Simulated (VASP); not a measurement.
Here is a VASP 6.6.1 calculation.

File INCAR:

```
  PREC = Accurate
  ENCUT = 520
  EDIFF = 1E-6
  ISMEAR = 0
  SIGMA = 0.01
  LREAL = F
  LASPH = T
  NELM = 60
  ALGO = Normal
  ISIF = 2
  LWAVE = F
  LCHARG = F
  GGA = PE
  NBANDS = 15
```

File KPOINTS:

```
regular mesh
0
Gamma
  4 4 4
```

The input POSCAR:

```
BaTe
1.0
    0.0000000000      3.9141586662      3.9141586662
    3.9141586662      0.0000000000      3.9141586662
    3.9141586662      3.9141586662      0.0000000000
Ba Te
1 1
Direct
    0.0000000000      0.0000000000      0.0000000000
    0.2500000000      0.2500000000      0.2500000000
```

Potentials or basis: VASP PAW PBE potentials, release 64 (Ba_sv, Te).

Launch:

```console
$ cat potpaw_PBE.64/Ba_sv/POTCAR potpaw_PBE.64/Te/POTCAR > POTCAR
$ mpirun -np 1 vasp_std > vasp.out
```

Question: Estimate the pressure.

Answer: 0.2 GPa.

Question: Estimate the band gap on the k mesh.

Answer: 2.58 eV, indirect (least direct gap 2.92 eV).

Caveat: spin-orbit coupling is left out, which moves the levels of the heavy elements. As with any semilocal functional, this PBE gap is likely too small.
